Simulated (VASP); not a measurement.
# B8P7C (a cell with a defect) in VASP: further runs

The runs below take B8P7C (a cell with a defect) through single point, with PBEsol.

Everything below comes from runs of VASP 6.6.1. Logs are shortened: lines on timing, memory, paths and dates and some standing lists are left out, and cuts for length are marked.

### Step 1. The cell of the first run

The cell holds a defect, 16 atoms: a = 6.393 Å, b = 6.393 Å, c = 6.393 Å, α = 60.00°, β = 60.00°, γ = 60.00°.

### Step 2. Single point, PBEsol

The input, INCAR:

```
PREC = Accurate
ENCUT = 520
EDIFF = 1E-6
ISMEAR = -1
SIGMA = 0.05
LREAL = Auto
LASPH = True
NELM = 120
ALGO = Normal
ISIF = 2
LWAVE = False
LCHARG = True
GGA = PS
LELF = True
LVHAR = True
NELECT = 64.0
NBANDS = 46
GGA_COMPAT = False
ISYM = -1
```

The input, KPOINTS:

```
explicit points
1
Reciprocal
  0.50000000   0.50000000   0.50000000 1
```

The input, POSCAR:

```
B8P7C
1.0
    0.0000000000      4.5201890000      4.5201890000
    4.5201890000      0.0000000000      4.5201890000
    4.5201890000      4.5201890000      0.0000000000
B P C
8 7 1
Direct
    0.0127790000      0.9890330000      0.0026870000
    0.5017460000      0.4855420000      0.5102520000
    0.9928590000      0.0030990000      0.5032400000
    0.5138450000      0.5041030000      0.9891040000
    0.9993780000      0.5064910000      0.9882110000
    0.4900720000      0.0039300000      0.4975310000
    0.5017340000      0.0040970000      0.9988010000
    0.0068280000      0.4909870000      0.4987530000
    0.1351120000      0.1166850000      0.1179070000
    0.1099340000      0.1289970000      0.6266500000
    0.6354510000      0.6231870000      0.1210380000
    0.1198240000      0.6292660000      0.1322940000
    0.6167270000      0.1379630000      0.6116760000
    0.6387530000      0.1138610000      0.1052680000
    0.1344150000      0.6183000000      0.6287830000
    0.6245600000      0.6204510000      0.6430620000
```

Potentials or basis: VASP PAW PBE potentials, release 64 (B, P, C).

Launch:

```
> cat potpaw_PBE.64/B/POTCAR potpaw_PBE.64/P/POTCAR potpaw_PBE.64/C/POTCAR > POTCAR
> mpirun -np 1 vasp_std > vasp.out
```

OUTCAR:

```text
PREC = Accurate
   ENCUT = 520
   EDIFF = 1E-6
   ISMEAR = -1
   LREAL = Auto
   LASPH = True
   NELM = 120
   ISIF = 2
   GGA = PS
   NELECT = 64.0
   ISYM = -1

 ion  position               nearest neighbor table
   1  0.013  0.989  0.003-  12 1.88   9 1.91  14 1.96  10 1.97
   2  0.502  0.486  0.510-  13 1.82  15 1.92  11 2.03  16 2.04
   3  0.993  0.003  0.503-  10 1.91  13 1.97  15 2.01   9 2.01
   4  0.514  0.504  0.989-  16 1.81  11 1.95  14 2.04  12 2.06
   5  0.999  0.506  0.988-  15 1.88  11 1.90  12 2.02   9 2.03
   6  0.490  0.004  0.498-  13 1.96  10 1.98  16 2.01  14 2.05
   7  0.502  0.004  0.999-  14 1.85   9 1.91  11 1.99  13 2.02
   8  0.007  0.491  0.499-  10 1.89  12 1.91  16 2.00  15 2.01
   9  0.135  0.117  0.118-   1 1.91   7 1.91   3 2.01   5 2.03
  10  0.110  0.129  0.627-   8 1.89   3 1.91   1 1.97   6 1.98
  11  0.635  0.623  0.121-   5 1.90   4 1.95   7 1.99   2 2.03
  12  0.120  0.629  0.132-   1 1.88   8 1.91   5 2.02   4 2.06
  13  0.617  0.138  0.612-   2 1.82   6 1.96   3 1.97   7 2.02
  14  0.639  0.114  0.105-   7 1.85   1 1.96   4 2.04   6 2.05
  15  0.134  0.618  0.629-   5 1.88   2 1.92   8 2.01   3 2.01
  16  0.625  0.620  0.643-   4 1.81   8 2.00   6 2.01   2 2.04

IMPORTANT INFORMATION: All symmetrisations will be switched off!
NOSYMM: (Re-)initialisation of all symmetry stuff for point group C_1.

----------------------------------------------------------------------------------------

                                     Primitive cell

  volume of cell :     184.7140

  direct lattice vectors                    reciprocal lattice vectors
     0.000000000  4.520189000  4.520189000    -0.110614844  0.110614844  0.110614844
     4.520189000  0.000000000  4.520189000     0.110614844 -0.110614844  0.110614844
     4.520189000  4.520189000  0.000000000     0.110614844  0.110614844 -0.110614844

  length of vectors
     6.392512588  6.392512588  6.392512588     0.191590529  0.191590529  0.191590529

  position of ions in fractional coordinates (direct lattice)
     0.012779000  0.989033000  0.002687000
     0.501746000  0.485542000  0.510252000
     0.992859000  0.003099000  0.503240000
     0.513845000  0.504103000  0.989104000
     0.999378000  0.506491000  0.988211000
     0.490072000  0.003930000  0.497531000
     0.501734000  0.004097000  0.998801000
     0.006828000  0.490987000  0.498753000
     0.135112000  0.116685000  0.117907000
     0.109934000  0.128997000  0.626650000
     0.635451000  0.623187000  0.121038000
     0.119824000  0.629266000  0.132294000
     0.616727000  0.137963000  0.611676000
     0.638753000  0.113861000  0.105268000
     0.134415000  0.618300000  0.628783000
     0.624560000  0.620451000  0.643062000

  ion indices of the primitive-cell ions
   primitive index   ion index
                 1           1
                 2           2
                 3           3
                 4           4
                 5           5
                 6           6
                 7           7
                 8           8
                 9           9
                10          10
                11          11
                12          12
                13          13
                14          14
                15          15
                16          16

----------------------------------------------------------------------------------------

 KPOINTS: explicit points

Read explicit list of k-points.

 Found      1 k-points:

 Following reciprocal coordinates:
            Coordinates               Weight
  0.500000  0.500000  0.500000      1.000000
   k-points           NKPTS =      1   k-points in BZ     NKDIM =      1   number of bands    NBANDS=     46
   number of dos      NEDOS =    301   number of ions     NIONS =     16
   total plane-waves  NPLWV = 110592
   dimension x,y,z NGX =    48 NGY =   48 NGZ =   48
   dimension x,y,z NGXF=    96 NGYF=   96 NGZF=   96
   ions per type =               8   7   1
   NGX,Y,Z   is equivalent  to a cutoff of  12.48, 12.48, 12.48 a.u.
   NGXF,Y,Z  is equivalent  to a cutoff of  24.97, 24.97, 24.97 a.u.
 SYSTEM =  unknown system
   PREC   = accura    normal or accurate (medium, high low for compatibility)
   ISTART =      0    job   : 0-new  1-cont  2-samecut
   ICHARG =      2    charge: 1-file 2-atom 10-const
   ISPIN  =      1    spin polarized calculation?
   LNONCOLLINEAR =      F non collinear calculations
   LSORBIT =      F    spin-orbit coupling
   LASPH  =      T    aspherical Exc in radial PAW
   ENCUT  =  520.0 eV  38.22 Ry    6.18 a.u.  11.89 11.89 11.89*2*pi/ulx,y,z
   NELM   =    120;   NELMIN=  2; NELMDL= -5     # of ELM steps
   EDIFF  = 0.1E-05   stopping-criterion for ELM
   LREAL  =      T    real-space projection
   EDIFFG = 0.1E-04   stopping-criterion for IOM
   NSW    =      0    number of steps for IOM
   IBRION =     -1    ionic relax: 0-MD 1-quasi-New 2-CG
   NFREE  =      0    steps in history (QN), initial steepest desc. (CG)
   ISIF   =      2    stress and relaxation
   ISYM   =     -1    0-nonsym 1-usesym 2-fastsym
   POTIM  = 0.5000    time-step for ionic-motion
   TEBEG  =    0.0;   TEEND  =   0.0 temperature during run
   PSTRESS=    0.0 pullay stress
   NELECT =      64.0000    total number of electrons
   NUPDOWN=      -1.0000    fix difference up-down
   EMIN   =  10.00;   EMAX   =-10.00  energy-range for DOS
   EFERMI =   0.00;   METHOD = LEGACY
   ISMEAR =    -1;   SIGMA  =   0.05  broadening in eV -4-tet -1-fermi 0-gaus
   EFERMI_NEDOS =   21; number of points for ismear=-14 and -15
   IALGO  =     38    algorithm
   IMIX   =      4    mixing-type and parameters
     AMIX     =   0.40;   BMIX     =  1.00
     AMIX_MAG =   1.60;   BMIX_MAG =  1.00
  volume/ion in A,a.u.               =      11.54        77.91
  Fermi-wavevector in a.u.,A,eV,Ry     =   1.149833  2.172870 17.988490  1.322117
  Thomas-Fermi vector in A             =   2.286501
   LORBIT       =      0    0 simple, 1 ext, 2 COOP (PROOUT), +10 PAW based schemes
   GGA     = PS    functional components
   LHFCALC =     F    Hartree Fock is set to
   AEXX    =    0.0000 exact exchange contribution
   IVDW    =     0    specifies the selected vdW correction
   LEPSILON=     F    determine dielectric tensor
   LRPA    =     F    only Hartree local field effects (RPA)
 non-spin polarized calculation
  energy-cutoff  :      520.00
  volume of cell :      184.71
 maximum number of plane-waves:      4940
 NGX is ok and might be reduce to    48
   NGX = 23   NGY = 23   NGZ = 23

 number of electron      63.9999999 magnetization

 Free energy of the ion-electron system (eV)
  ---------------------------------------------------
  ext. energy  EPLUGINS =         0.00000000
  ---------------------------------------------------
  free energy    TOTEN  =      -100.34455212 eV

  energy without entropy =     -100.34455212  energy(sigma->0) =     -100.34455212

 E-fermi :   7.8309     XC(G=0): -11.0166

 val. band max:        6.6778921026   @ k =   0.5000   0.5000   0.5000
 cond. band min:       8.9953724475   @ k =   0.5000   0.5000   0.5000
 fundamental gap:      2.3174803449
 Fermi energy:         7.8309165863

 k-point     1 :       0.5000    0.5000    0.5000
  band No.  band energies     occupation
      1      -7.6808      2.00000
      2      -7.3594      2.00000
      3      -5.2133      2.00000
      4      -5.0770      2.00000
      5      -4.9974      2.00000
      6      -4.7815      2.00000
      7      -4.7587      2.00000
      8      -3.3025      2.00000
      9      -1.1550      2.00000
     10      -1.0935      2.00000
     11      -0.9435      2.00000
     12      -0.7968      2.00000
     13      -0.2947      2.00000
     14      -0.0509      2.00000
     15       1.4745      2.00000
     16       1.6580      2.00000
     17       1.7975      2.00000
     18       2.0547      2.00000
     19       2.2805      2.00000
     20       2.3539      2.00000
     21       2.4073      2.00000
     22       3.4739      2.00000
     23       3.5319      2.00000
     24       3.7110      2.00000
     25       3.7946      2.00000
     26       4.0653      2.00000
     27       4.1922      2.00000
     28       4.3364      2.00000
     29       5.5462      2.00000
     30       5.9593      2.00000
     31       6.2320      2.00000
     32       6.6779      2.00000
     33       8.9954      0.00000
     34       9.0414      0.00000
     35       9.2328      0.00000
     36       9.3320      0.00000
     37       9.7351      0.00000
     38       9.8619      0.00000
     39      10.6425      0.00000
     40      10.8947      0.00000
     41      11.3011      0.00000
     42      11.6559      0.00000
     43      11.9428      0.00000
     44      12.4827      0.00000
 [bands above 44 left out]

------------------------ aborting loop because EDIFF is reached ----------------------------------------

  FORCE on cell =-STRESS in cart. coord.  units (eV):
  Direction    XX          YY          ZZ          XY          YZ          ZX
  --------------------------------------------------------------------------------------
  -------------------------------------------------------------------------------------
  Total        4.0821359      3.7029624      4.3959398    -14.1878468    -12.6006572    -11.2579808
  in kB       35.4077446     32.1188592     38.1296259   -123.0629425   -109.2959325    -97.6497885
  external PRESSURE =      35.2187432 kB  Pullay stress =       0.0000000 kB

 VOLUME and BASIS-vectors are now :
 -----------------------------------------------------------------------------
  energy-cutoff  :      520.00
  volume of cell :      184.71
      direct lattice vectors                 reciprocal lattice vectors
     0.000000000  4.520189000  4.520189000    -0.110614844  0.110614844  0.110614844
     4.520189000  0.000000000  4.520189000     0.110614844 -0.110614844  0.110614844
     4.520189000  4.520189000  0.000000000     0.110614844  0.110614844 -0.110614844

 POSITION                                       TOTAL-FORCE (eV/Angst)
 -----------------------------------------------------------------------------------
      4.48276      0.06991      4.52838         0.064069     -1.583662     -0.174436
      4.50118      4.57442      4.46273         1.854645     -0.492089      3.418810
      2.28875      6.76265      4.50192        -1.382663     -0.250100     -0.212181
      6.74958      6.79361      4.60132        -1.482783     -1.953890      0.413658
      6.75634      8.98428      6.80681        -0.358483      1.631100     -0.485603
      2.26670      4.46415      2.23298        -1.969817      1.688520     -1.424608
      4.53329      6.78270      2.28645        -2.058635     -0.596148     -0.273028
      4.47381      2.28532      2.25022         3.296520     -1.976747     -1.641803
      1.06040      1.14369      1.13817         2.290734     -0.148119      0.188401
      3.41567      3.32950      1.08001        -1.140166      1.349974      1.151315
      3.36404      3.41947      5.68928         1.051986      0.008325     -1.170988
      3.44240      1.13962      3.38603        -2.346903      1.451131      0.259754
      3.38851      5.55261      3.41134        -0.755202      1.677861     -1.610614
      0.99050      3.36312      3.40196         3.071522      0.828569      0.422926
      5.63705      3.44980      3.40241         0.119489     -1.187893      0.358688
      5.71132      5.72989      5.62769        -0.254314     -0.446832      0.779707
 -----------------------------------------------------------------------------------
    total drift:                                0.000220     -0.002676     -0.002281

  FREE ENERGIE OF THE ION-ELECTRON SYSTEM (eV)
  ---------------------------------------------------
  free  energy   TOTEN  =      -100.3445521220 eV

  energy  without entropy=     -100.3445521215  energy(sigma->0) =     -100.34455212
```

Wall time 74 s (1 thread of AMD EPYC 7R43 (Zen 3), shared host); peak memory 0.27 GiB.

What came out:

```
Free energy   : -100.3446 eV
Largest force : 4.180 eV/Å
```

Forces in eV/Å, atoms in the order of the input:
```
B    0.064 -1.584 -0.174
B    1.855 -0.492  3.419
B   -1.383 -0.250 -0.212
B   -1.483 -1.954  0.414
B   -0.358  1.631 -0.486
B   -1.970  1.689 -1.425
B   -2.059 -0.596 -0.273
B    3.297 -1.977 -1.642
P    2.291 -0.148  0.188
P   -1.140  1.350  1.151
P    1.052  0.008 -1.171
P   -2.347  1.451  0.260
P   -0.755  1.678 -1.611
P    3.072  0.829  0.423
P    0.119 -1.188  0.359
C   -0.254 -0.447  0.780
```

Caveat: the cell carries a net charge on a neutralising background, which shifts energy and pressure; the cell is charged against a uniform background, so pressure and absolute levels hang on convention; the PAW data sets were made with another functional, which shifts forces and pressure a little.

### Step 3. Single point, PBEsol

The input, INCAR:

```
SYSTEM = B8P7C
PREC     = Accurate       ! precision mode
ENCUT    = 520            ! plane-wave cutoff, eV
EDIFF    = 1E-6           ! SCF threshold, eV
ISMEAR   = -1             ! smearing method
SIGMA    = 0.05           ! smearing width, eV
LREAL    = Auto         
LASPH    = .TRUE.         ! aspherical terms in the spheres
NELM     = 120            ! most SCF steps
ALGO     = Normal         ! electronic algorithm
ISIF     = 2              ! what is computed and relaxed
LWAVE    = .FALSE.        ! write WAVECAR
LCHARG   = .TRUE.         ! write CHGCAR
GGA      = PS             ! functional
LELF     = .TRUE.         ! ELF
LVHAR    = .TRUE.       
NELECT   = 64.0         
NBANDS   = 46             ! bands
GGA_COMPAT= .FALSE.      
ISYM     = -1
```

The input, KPOINTS:

```
explicit points
4
Reciprocal
  0.25000000   0.25000000   0.25000000 2
  0.25000000   0.25000000   0.75000000 2
  0.25000000   0.75000000   0.25000000 2
  0.25000000   0.75000000   0.75000000 2
```

POSCAR is that of step 2.

Potentials or basis: VASP PAW PBE potentials, release 64 (B, P, C).

Launch:

```
> cat potpaw_PBE.64/B/POTCAR potpaw_PBE.64/P/POTCAR potpaw_PBE.64/C/POTCAR > POTCAR
> mpirun -np 1 vasp_std > vasp.out
```

It took 2.1 min on 1 thread of AMD EPYC 7R43 (Zen 3), shared host; peak memory 0.29 GiB.

It converged, with:

| Quantity | Value |
| --- | --- |
| Free energy | -101.5623 eV |
| Largest force | 4.166 eV/Å |

Forces on the atoms (eV/Å):
```
B    0.076 -1.451 -0.109
B    2.213  0.022  3.529
B   -1.050 -0.280 -0.202
B   -1.690 -1.830  0.449
B    0.180  1.786 -0.291
B   -2.039  1.426 -1.250
B   -1.908 -0.664 -0.405
B    3.126 -1.586 -1.286
P    1.939 -0.037  0.188
P   -0.930  1.310  0.925
P    0.768 -0.308 -1.040
P   -2.212  0.983  0.029
P   -1.113  1.635 -1.646
P    3.327  1.078  0.588
P   -0.392 -1.567  0.209
C   -0.296 -0.517  0.312
```

Levels at points of the mesh, in eV from the Fermi level:
```csv
k point,band 29,band 30,band 31,band 32,band 33,band 34,band 35,band 36
"(0.25, 0.25, 0.25)",-2.11,-1.90,-0.92,-0.68,0.69,0.80,0.98,2.09
```

Caveat: the cell carries a net charge on a neutralising background, which shifts energy and pressure; the cell is charged against a uniform background, so pressure and absolute levels hang on convention; the PAW data sets were made with another functional, which shifts forces and pressure a little.
